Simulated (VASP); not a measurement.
# Al2Au (Fm-3m) in VASP: a series of runs, part 2 of 2

VASP 6.6.1.

**3. Electric field gradients, LDA**

Input file INCAR:

```
SYSTEM = Al2Au
PREC     = Accurate       ! precision mode
ENCUT    = 520            ! plane-wave cutoff, eV
EDIFF    = 1E-8           ! SCF threshold, eV
ISMEAR   = -1             ! smearing method
SIGMA    = 0.05           ! smearing width, eV
LREAL    = .FALSE.        ! projectors in reciprocal space
LASPH    = .TRUE.         ! aspherical terms in the spheres
NELM     = 60             ! most SCF steps
ALGO     = Normal         ! electronic algorithm
ISIF     = 2              ! what is computed and relaxed
LWAVE    = .FALSE.        ! write WAVECAR
LCHARG   = .FALSE.        ! write CHGCAR
LEFG     = .TRUE.       
NBANDS   = 16             ! bands
```

Input file KPOINTS:

```
regular mesh
0
G
  11 11 11
  0 0 0
```

Input file POSCAR:

```
Al2Au
1.0
    0.0000000000      3.0000000000      3.0000000000
    3.0000000000      0.0000000000      3.0000000000
    3.0000000000      3.0000000000      0.0000000000
Al Au
2 1
Direct
    0.2500000000      0.2500000000      0.2500000000
    0.7500000000      0.7500000000      0.7500000000
    0.0000000000      0.0000000000      0.0000000000
```

Potentials or basis: VASP PAW LDA potentials, release 64 (Al, Au).

Launch:

```
> cat potpaw_LDA.64/Al/POTCAR potpaw_LDA.64/Au/POTCAR > POTCAR
> mpirun -np 1 vasp_std > vasp.out
```

OUTCAR:

```text
SYSTEM = Al2Au
   PREC = Accurate
   ENCUT = 520
   EDIFF = 1E-8
   ISMEAR = -1
   LREAL = .FALSE.
   LASPH = .TRUE.
   NELM = 60
   ISIF = 2

 ion  position               nearest neighbor table
   1  0.250  0.250  0.250-   3 2.60   3 2.60   3 2.60   3 2.60   2 3.00   2 3.00   2 3.00   2 3.00
                             2 3.00   2 3.00
   2  0.750  0.750  0.750-   3 2.60   3 2.60   3 2.60   3 2.60   1 3.00   1 3.00   1 3.00   1 3.00
                             1 3.00   1 3.00
   3  0.000  0.000  0.000-   2 2.60   2 2.60   2 2.60   1 2.60   2 2.60   1 2.60   1 2.60   1 2.60

  LATTYP: Found a face centered cubic cell.
 ALAT       =     6.0000000000

  Lattice vectors:

 A1 = (   0.0000000000,   3.0000000000,   3.0000000000)
 A2 = (   3.0000000000,   0.0000000000,   3.0000000000)
 A3 = (   3.0000000000,   3.0000000000,   0.0000000000)

Analysis of symmetry for initial positions (statically):
=====================================================================
 Subroutine PRICEL returns:
 Original cell was already a primitive cell.

 Routine SETGRP: Setting up the symmetry group for a
 face centered cubic supercell.

 Subroutine GETGRP returns: Found 48 space group operations
 (whereof 48 operations were pure point group operations)
 out of a pool of 48 trial point group operations.

The static configuration has the point symmetry O_h .

Analysis of symmetry for dynamics (positions and initial velocities):
=====================================================================
 Subroutine PRICEL returns:
 Original cell was already a primitive cell.

 Routine SETGRP: Setting up the symmetry group for a
 face centered cubic supercell.

 Subroutine GETGRP returns: Found 48 space group operations
[... 164 lines left out ...]
      4       0.9699      2.00000
      5       1.9356      2.00000
      6       1.9356      2.00000
[... 433 lines left out ...]
      3       1.1921      2.00000
      4       1.2152      2.00000
      5       1.8230      2.00000
      6       2.0348      2.00000
[... 8 lines left out ...]
     15      14.5652      0.00000
     16      16.5022      0.00000

 [... further k-points ...]
[... 5 lines left out ...]
  --------------------------------------------------------------------------------------
  -------------------------------------------------------------------------------------
  Total       -0.7846957     -0.7846957     -0.7846957      0.0000000     -0.0000000     -0.0000000
  in kB      -23.2818830    -23.2818830    -23.2818830      0.0000000     -0.0000000     -0.0000000
  external PRESSURE =     -23.2818830 kB  Pullay stress =       0.0000000 kB

 VOLUME and BASIS-vectors are now :
 -----------------------------------------------------------------------------
  energy-cutoff  :      520.00
  volume of cell :       54.00
      direct lattice vectors                 reciprocal lattice vectors
     0.000000000  3.000000000  3.000000000    -0.166666667  0.166666667  0.166666667
     3.000000000  0.000000000  3.000000000     0.166666667 -0.166666667  0.166666667
     3.000000000  3.000000000  0.000000000     0.166666667  0.166666667 -0.166666667

 POSITION                                       TOTAL-FORCE (eV/Angst)
 -----------------------------------------------------------------------------------
      1.50000      1.50000      1.50000        -0.000000     -0.000000     -0.000000
      4.50000      4.50000      4.50000         0.000000      0.000000      0.000000
      0.00000      0.00000      0.00000        -0.000000      0.000000     -0.000000
 -----------------------------------------------------------------------------------
    total drift:                                0.000000     -0.000000      0.000000

  FREE ENERGIE OF THE ION-ELECTRON SYSTEM (eV)
  ---------------------------------------------------
  free  energy   TOTEN  =       -14.2815904722 eV

  energy  without entropy=      -14.2730322316  energy(sigma->0) =      -14.27731135

 Electric field gradients (V/A^2)
---------------------------------------------------------------------
 ion       V_xx      V_yy      V_zz      V_xy      V_xz      V_yz
---------------------------------------------------------------------
   1      -0.000    -0.000    -0.000     0.000     0.000     0.000
   2      -0.000    -0.000    -0.000     0.000     0.000     0.000
   3      -0.000    -0.000    -0.000     0.000     0.000     0.000
---------------------------------------------------------------------

 Electric field gradients after diagonalization (V/A^2)
 (convention: |V_zz| > |V_xx| > |V_yy|)
----------------------------------------------------------------------
 ion       V_xx      V_yy      V_zz     asymmetry (V_yy - V_xx)/ V_zz
----------------------------------------------------------------------
   1      -0.000    -0.000     0.000       0.000
   2      -0.000    -0.000     0.000       0.000
   3      -0.000    -0.000     0.001       0.000
----------------------------------------------------------------------

           NMR quadrupolar parameters

 Cq : quadrupolar parameter    Cq=e*Q*V_zz/h
 eta: asymmetry parameters     (V_yy - V_xx)/ V_zz
 Q  : nuclear electric quadrupole moment in mb (millibarn)
----------------------------------------------------------------------
 ion       Cq(MHz)       eta       Q (mb)
----------------------------------------------------------------------
   1       0.000       0.000       1.000
   2       0.000       0.000       1.000
   3       0.000       0.000       1.000
----------------------------------------------------------------------
```

OSZICAR:

```text
N       E                     dE             d eps       ncg     rms          rms(c)
DAV:   1     0.538570862716E+02    0.53857E+02   -0.68986E+03  1816   0.881E+02
DAV:   2    -0.142394682573E+02   -0.68097E+02   -0.62015E+02  2208   0.170E+02
DAV:   3    -0.156099279762E+02   -0.13705E+01   -0.13647E+01  2352   0.232E+01
DAV:   4    -0.156189046893E+02   -0.89767E-02   -0.89758E-02  2136   0.219E+00
DAV:   5    -0.156190290403E+02   -0.12435E-03   -0.12435E-03  2360   0.261E-01    0.908E+00
DAV:   6    -0.144174169371E+02    0.12016E+01   -0.45266E+00  2056   0.213E+01    0.391E+00
DAV:   7    -0.143219475676E+02    0.95469E-01   -0.20892E-01  1888   0.460E+00    0.183E+00
DAV:   8    -0.142829623575E+02    0.38985E-01   -0.27482E-02  2136   0.963E-01    0.408E-01
DAV:   9    -0.142815912224E+02    0.13711E-02   -0.24471E-03  2112   0.469E-01    0.214E-01
DAV:  10    -0.142815950232E+02   -0.38008E-05   -0.12142E-04  2104   0.790E-02    0.362E-02
DAV:  11    -0.142815905710E+02    0.44523E-05   -0.57342E-06  2240   0.186E-02    0.132E-02
DAV:  12    -0.142815904718E+02    0.99152E-07   -0.77833E-07  2160   0.806E-03    0.287E-03
DAV:  13    -0.142815904722E+02   -0.41518E-09   -0.42904E-08  2232   0.149E-03
   1 F= -.14281590E+02 E0= -.14277311E+02  d E =-.855824E-02
```

Run time: 15 s. Hardware: 1 thread of Intel Xeon 6975P-C (Granite Rapids), shared host; peak memory 0.18 GiB.

What came out:

- Free energy: -14.2816 eV
- Pressure: -2.3 GPa

Caveat: without QUAD_EFG the Cq values of the log hold for a quadrupole moment of 1 mb, not for the nuclei; spin-orbit coupling is left out, which moves the levels of the heavy elements.

**4. Density of states, LDA**

POSCAR is that of step 3.

Input file INCAR.step1:

```
ALGO = Normal ; EDIFF = 1E-6
ENCUT = 520 ; GGA = CA
ISIF = 2 ; ISMEAR = -1
LASPH = True ; LCHARG = True
LMAXMIX = 4 ; LREAL = False
LWAVE = False ; NBANDS = 16
NELM = 80 ; PREC = Accurate
SIGMA = 0.05
```

Input file KPOINTS.step1:

```
k-points
0
Gamma
  11 11 11
```

Input file INCAR.step2:

```
ALGO = Normal ; EDIFF = 1E-6
ENCUT = 520 ; GGA = CA
ICHARG = 11 ; ISIF = 2
ISMEAR = -5 ; LASPH = True
LCHARG = False ; LMAXMIX = 4
LORBIT = 10 ; LREAL = False
LWAVE = False ; NEDOS = 2001
NELM = 80 ; PREC = Accurate
SIGMA = 0.05
```

Input file KPOINTS.step2:

```
k-points
0
Gamma
  17 17 17
```

Potentials or basis: VASP PAW LDA potentials, release 64 (Al, Au).

Launch:

```
> cat potpaw_LDA.64/Al/POTCAR potpaw_LDA.64/Au/POTCAR > POTCAR
> cp INCAR.step1 INCAR
> cp KPOINTS.step1 KPOINTS
> mpirun -np 1 vasp_std > vasp.out
> cp INCAR.step2 INCAR
> cp KPOINTS.step2 KPOINTS
> mpirun -np 1 vasp_std > vasp.out
```

OUTCAR:

```text
EDIFF = 1E-6
   ENCUT = 520
   GGA = CA
   ICHARG = 11
   ISIF = 2
   ISMEAR = -5
   LASPH = True
   LORBIT = 10
   LREAL = False
   NELM = 80
   PREC = Accurate

 ion  position               nearest neighbor table
   1  0.250  0.250  0.250-   3 2.60   3 2.60   3 2.60   3 2.60   2 3.00   2 3.00   2 3.00   2 3.00
                             2 3.00   2 3.00
   2  0.750  0.750  0.750-   3 2.60   3 2.60   3 2.60   3 2.60   1 3.00   1 3.00   1 3.00   1 3.00
                             1 3.00   1 3.00
   3  0.000  0.000  0.000-   2 2.60   2 2.60   2 2.60   1 2.60   2 2.60   1 2.60   1 2.60   1 2.60
[... 562 lines left out ...]
  Total       -0.7912399     -0.7912399     -0.7912399      0.0000000      0.0000000     -0.0000000
  in kB      -23.4760484    -23.4760484    -23.4760484      0.0000000      0.0000000     -0.0000000
  external PRESSURE =     -23.4760484 kB  Pullay stress =       0.0000000 kB

 VOLUME and BASIS-vectors are now :
 -----------------------------------------------------------------------------
  energy-cutoff  :      520.00
  volume of cell :       54.00
      direct lattice vectors                 reciprocal lattice vectors
     0.000000000  3.000000000  3.000000000    -0.166666667  0.166666667  0.166666667
     3.000000000  0.000000000  3.000000000     0.166666667 -0.166666667  0.166666667
     3.000000000  3.000000000  0.000000000     0.166666667  0.166666667 -0.166666667

 POSITION                                       TOTAL-FORCE (eV/Angst)
 -----------------------------------------------------------------------------------
      1.50000      1.50000      1.50000        -0.000000     -0.000000      0.000000
      4.50000      4.50000      4.50000        -0.000000      0.000000     -0.000000
      0.00000      0.00000      0.00000         0.000000     -0.000000     -0.000000
 -----------------------------------------------------------------------------------
    total drift:                                0.000000     -0.000000      0.000000

  FREE ENERGIE OF THE ION-ELECTRON SYSTEM (eV)
  ---------------------------------------------------
  free  energy   TOTEN  =       -14.2817455959 eV

  energy  without entropy=      -14.2817455959  energy(sigma->0) =      -14.28174560

 total charge

# of ion       s       p       d       tot
------------------------------------------
    1        0.403   0.363   0.000   0.766
    2        0.403   0.363   0.000   0.766
    3        0.761   0.696   8.554  10.010
--------------------------------------------------
tot          1.567   1.422   8.554  11.543
```

OSZICAR.step1:

```text
N       E                     dE             d eps       ncg     rms          rms(c)
DAV:   1     0.538570862716E+02    0.53857E+02   -0.68986E+03  1816   0.881E+02
DAV:   2    -0.142394682573E+02   -0.68097E+02   -0.62015E+02  2208   0.170E+02
DAV:   3    -0.156099279762E+02   -0.13705E+01   -0.13647E+01  2352   0.232E+01
DAV:   4    -0.156189046893E+02   -0.89767E-02   -0.89758E-02  2136   0.219E+00
DAV:   5    -0.156190290403E+02   -0.12435E-03   -0.12435E-03  2360   0.261E-01    0.913E+00
DAV:   6    -0.144175976795E+02    0.12014E+01   -0.45287E+00  2064   0.213E+01    0.393E+00
DAV:   7    -0.143221124688E+02    0.95485E-01   -0.20858E-01  1888   0.459E+00    0.183E+00
DAV:   8    -0.142829656355E+02    0.39147E-01   -0.27442E-02  2144   0.961E-01    0.408E-01
DAV:   9    -0.142815900376E+02    0.13756E-02   -0.24532E-03  2112   0.470E-01    0.213E-01
DAV:  10    -0.142815949481E+02   -0.49105E-05   -0.12140E-04  2104   0.793E-02    0.361E-02
DAV:  11    -0.142815905588E+02    0.43893E-05   -0.56481E-06  2232   0.185E-02    0.131E-02
DAV:  12    -0.142815904669E+02    0.91855E-07   -0.72104E-07  1248   0.796E-03
   1 F= -.14281590E+02 E0= -.14277311E+02  d E =-.855819E-02
```

Wall time 35 s (1 thread of Intel Xeon 6975P-C (Granite Rapids), shared host); peak memory 0.23 GiB.

What came out:

```
Valence electrons inside the program's atomic spheres : Al 0.77; Au 10.01
```

Caveat: spin-orbit coupling is left out, which moves the levels of the heavy elements; tetrahedron occupations give inexact forces and stress in metals.
